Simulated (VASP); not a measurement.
## In2O3: relaxation of volume and atoms at fixed shape with PBEsol

The system is In2O3.

```
In O
1.0
    -5.05850    5.05850    5.05850
     5.05850   -5.05850    5.05850
     5.05850    5.05850   -5.05850
In O
16 24
Direct
  0.50000 0.50000 0.50000
  0.50000 0.00000 0.00000
  0.00000 0.50000 0.00000
  0.00000 0.00000 0.50000
  0.25000 0.71630 0.46630
  0.75000 0.78370 0.03370
  0.46630 0.25000 0.71630
  0.03370 0.75000 0.78370
  0.71630 0.46630 0.25000
  0.78370 0.03370 0.75000
  0.75000 0.28370 0.53370
  0.25000 0.21630 0.96630
  0.53370 0.75000 0.28370
  0.96630 0.25000 0.21630
  0.28370 0.53370 0.75000
  0.21630 0.96630 0.25000
  0.53540 0.77080 0.54700
  0.72380 0.98840 0.95300
  0.96460 0.51160 0.23540
  0.77620 0.72920 0.26460
  0.54700 0.53540 0.77080
  0.95300 0.72380 0.98840
  0.23540 0.96460 0.51160
  0.26460 0.77620 0.72920
  0.77080 0.54700 0.53540
  0.98840 0.95300 0.72380
  0.51160 0.23540 0.96460
  0.72920 0.26460 0.77620
  0.46460 0.22920 0.45300
  0.27620 0.01160 0.04700
  0.03540 0.48840 0.76460
  0.22380 0.27080 0.73540
  0.45300 0.46460 0.22920
  0.04700 0.27620 0.01160
  0.76460 0.03540 0.48840
  0.73540 0.22380 0.27080
  0.22920 0.45300 0.46460
  0.01160 0.04700 0.27620
  0.48840 0.76460 0.03540
  0.27080 0.73540 0.22380
```

| Item | Value |
| --- | --- |
| Program | VASP 6.6.1 |
| Task | relaxation of volume and atoms at fixed shape |
| Functional | PBEsol |
| Potentials or basis | VASP PAW PBE potentials, release 64 (In_d, O) |
| Cutoff | 600 eV |
| k mesh | 2 × 2 × 2 |
| Occupations | gaussian, width 0.02 eV |
| Spin | no spin polarisation |
| Dipole correction | no |
| Further INCAR settings | LREAL = Auto; ALGO = Normal; EDIFF = 1e-07; IBRION = 2; EDIFFG = -0.01; NSW = 60; ISIF = 8 |

The relaxed volume is 13.15 Å³/atom and the relaxed cell is a = 8.807 Å, b = 8.807 Å, c = 8.807 Å, α = 109.47°, β = 109.47°, γ = 109.47°. The space group after relaxing (to 0.1 Å) is Ia-3 (No. 206) and the energy gained by relaxing is 4.0 meV/atom. The ionic steps are 13, the pressure after relaxing is 0.0 GPa and the band gap on the k mesh is 1.02 eV.

Forces in eV/Å, atoms in the order of the input:
```
In   0.000  0.000  0.000
In   0.000  0.000  0.000
In   0.000  0.000  0.000
In   0.000  0.000  0.000
In  -0.002  0.000  0.000
In   0.002  0.000  0.000
In   0.000 -0.002  0.000
In   0.000  0.002  0.000
In   0.000  0.000 -0.002
In   0.000  0.000  0.002
In   0.002  0.000  0.000
In  -0.002  0.000  0.000
In   0.000  0.002  0.000
In   0.000 -0.002  0.000
In   0.000  0.000  0.002
In   0.000  0.000 -0.002
O    0.000 -0.001  0.001
O    0.000  0.001  0.001
O    0.000  0.001 -0.001
O    0.000 -0.001 -0.001
O    0.001  0.000 -0.001
O    0.001  0.000  0.001
O   -0.001  0.000  0.001
O   -0.001  0.000 -0.001
O   -0.001  0.001  0.000
O    0.001  0.001  0.000
O    0.001 -0.001  0.000
O   -0.001 -0.001  0.000
O    0.000  0.001 -0.001
O    0.000 -0.001 -0.001
O    0.000 -0.001  0.001
O    0.000  0.001  0.001
O   -0.001  0.000  0.001
O   -0.001  0.000 -0.001
O    0.001  0.000 -0.001
O    0.001  0.000  0.001
O    0.001 -0.001  0.000
O   -0.001 -0.001  0.000
O   -0.001  0.001  0.000
O    0.001  0.001  0.000
```

Step by step:
```tsv
step	energy change (eV)	largest force (eV/Å)	pressure (GPa)	volume (Å³)
1	0.0000	0.3390	2.17	517.76
2	-0.0957	0.1651	-1.92	531.02
3	-0.1122	0.1910	-0.81	527.31
4	-0.1499	0.0766	-0.07	525.39
5	-0.1509	0.0758	0.10	525.01
6	-0.1569	0.0481	0.02	525.41
7	-0.1598	0.0308	-0.06	525.81
8	-0.1601	0.0309	-0.08	525.99
9	-0.1610	0.0206	0.11	525.41
10	-0.1610	0.0229	0.13	525.35
11	-0.1616	0.0280	-0.01	525.79
12	-0.1616	0.0281	-0.04	525.88
13	-0.1620	0.0025	0.00	525.81
```

Final structure:
```yaml
crystal:
  lattice:
    - [-5.08461, 5.08461, 5.08461]
    - [5.08461, -5.08461, 5.08461]
    - [5.08461, 5.08461, -5.08461]
  atoms:
    - { symbol: In, position: [0.50000, 0.50000, 0.50000] }
    - { symbol: In, position: [0.50000, 0.00000, 0.00000] }
    - { symbol: In, position: [0.00000, 0.50000, 0.00000] }
    - { symbol: In, position: [0.00000, 0.00000, 0.50000] }
    - { symbol: In, position: [0.25000, 0.71598, 0.46598] }
    - { symbol: In, position: [0.75000, 0.78402, 0.03402] }
    - { symbol: In, position: [0.46598, 0.25000, 0.71598] }
    - { symbol: In, position: [0.03402, 0.75000, 0.78402] }
    - { symbol: In, position: [0.71598, 0.46598, 0.25000] }
    - { symbol: In, position: [0.78402, 0.03402, 0.75000] }
    - { symbol: In, position: [0.75000, 0.28402, 0.53402] }
    - { symbol: In, position: [0.25000, 0.21598, 0.96598] }
    - { symbol: In, position: [0.53402, 0.75000, 0.28402] }
    - { symbol: In, position: [0.96598, 0.25000, 0.21598] }
    - { symbol: In, position: [0.28402, 0.53402, 0.75000] }
    - { symbol: In, position: [0.21598, 0.96598, 0.25000] }
    - { symbol: O, position: [0.53669, 0.77216, 0.54456] }
    - { symbol: O, position: [0.72759, 0.99212, 0.95544] }
    - { symbol: O, position: [0.96331, 0.50788, 0.23547] }
    - { symbol: O, position: [0.77241, 0.72784, 0.26453] }
    - { symbol: O, position: [0.54456, 0.53669, 0.77216] }
    - { symbol: O, position: [0.95544, 0.72759, 0.99212] }
    - { symbol: O, position: [0.23547, 0.96331, 0.50788] }
    - { symbol: O, position: [0.26453, 0.77241, 0.72784] }
    - { symbol: O, position: [0.77216, 0.54456, 0.53669] }
    - { symbol: O, position: [0.99212, 0.95544, 0.72759] }
    - { symbol: O, position: [0.50788, 0.23547, 0.96331] }
    - { symbol: O, position: [0.72784, 0.26453, 0.77241] }
    - { symbol: O, position: [0.46331, 0.22784, 0.45544] }
    - { symbol: O, position: [0.27241, 0.00788, 0.04456] }
    - { symbol: O, position: [0.03669, 0.49212, 0.76453] }
    - { symbol: O, position: [0.22759, 0.27216, 0.73547] }
    - { symbol: O, position: [0.45544, 0.46331, 0.22784] }
    - { symbol: O, position: [0.04456, 0.27241, 0.00788] }
    - { symbol: O, position: [0.76453, 0.03669, 0.49212] }
    - { symbol: O, position: [0.73547, 0.22759, 0.27216] }
    - { symbol: O, position: [0.22784, 0.45544, 0.46331] }
    - { symbol: O, position: [0.00788, 0.04456, 0.27241] }
    - { symbol: O, position: [0.49212, 0.76453, 0.03669] }
    - { symbol: O, position: [0.27216, 0.73547, 0.22759] }
```

Levels at points of the mesh, in eV from the valence-band top:
```csv
k point,band 172,band 173,band 174,band 175,band 176,band 177,band 178,band 179,band 180,band 181
"(0.00, 0.00, 0.00)",-0.24,-0.24,0.00,0.00,0.00,1.02,5.36,5.36,5.36,5.43
"(0.50, 0.00, 0.00)",-0.22,-0.15,-0.15,-0.03,-0.03,3.12,3.12,4.85,4.85,4.94
"(0.50, 0.50, 0.50)",-0.24,-0.23,-0.23,-0.23,-0.16,4.00,4.00,4.00,4.04,4.04
```

Wall time 46 min on 4 MPI ranks on Intel(R) Xeon(R) Platinum 8259CL CPU @ 2.50GHz (Skylake/Cascade Lake), with other jobs on the host, peak memory 0.58 GiB a rank.

Caveat: the k points lie up to 0.44 Å⁻¹ apart in the final cell; the PAW data sets were made with another functional, which shifts forces and pressure a little; spin-orbit coupling is left out, which moves the levels of the heavy elements. Zero-point motion and thermal expansion aren't in these numbers.
